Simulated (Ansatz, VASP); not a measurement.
One calculation of In, two programs

Contents of INCAR:

```
SYSTEM = In
PREC = Accurate ; ENCUT = 520
EDIFF = 1E-7 ; ISMEAR = -1
SIGMA = 0.05 ; LREAL = .False.
LASPH = .True. ; NELM = 60
ALGO = Normal ; ISIF = 2
LWAVE = .False. ; LCHARG = .False.
GGA = PE ; NBANDS = 12
```

The input KPOINTS:

```
Automatic mesh
0
Gamma
  14 14 14
  0 0 0
```

Contents of POSCAR:

```
In
1.0
   -1.6041723059      1.6041723059      2.4405141445
    1.6041723059     -1.6041723059      2.4405141445
    1.6041723059      1.6041723059     -2.4405141445
In
1
Direct
    0.0000000000      0.0000000000      0.0000000000
```

Input for Ansatz:

```yaml
crystal:
  lattice:
    - [-1.6041723059, 1.6041723059, 2.4405141445]
    - [1.6041723059, -1.6041723059, 2.4405141445]
    - [1.6041723059, 1.6041723059, -2.4405141445]
  atoms:
    - { symbol: In, position: [0.0, 0.0, 0.0] }
kpoints:
  mp_grid: { grid: [14, 14, 14] }
scf:
  occupations: { method: fermi_dirac, width: 0.05 }
hamiltonian:
  xc: pbe
  pseudopotentials: { kind: all_electron, lapw: { basis_error: 0.0005 } }
output:
  forces: true
  stress: true
  eigenvalues: true
```

Change from the starting cell: volume scaled by 0.96.

Alike in both runs: task single point; functional PBE; k mesh 14 × 14 × 14; occupations fermi-dirac, width 0.05 eV; no spin polarisation.

```csv
,VASP,Ansatz
version,VASP 6.6.1,Ansatz 0.2.0
potentials or method,"VASP PAW PBE potentials, release 64 (In_d), cutoff 520 eV","all-electron LAPW, scalar-relativistic"
```

```csv
,VASP,Ansatz,Ansatz less VASP
pressure (GPa),3.9,4.0,+0.04
"traceless stress, the component that is largest in VASP (GPa)",0.24,0.25,+0.003
```

Ansatz ran all-electron here, and VASP with PAW potentials.
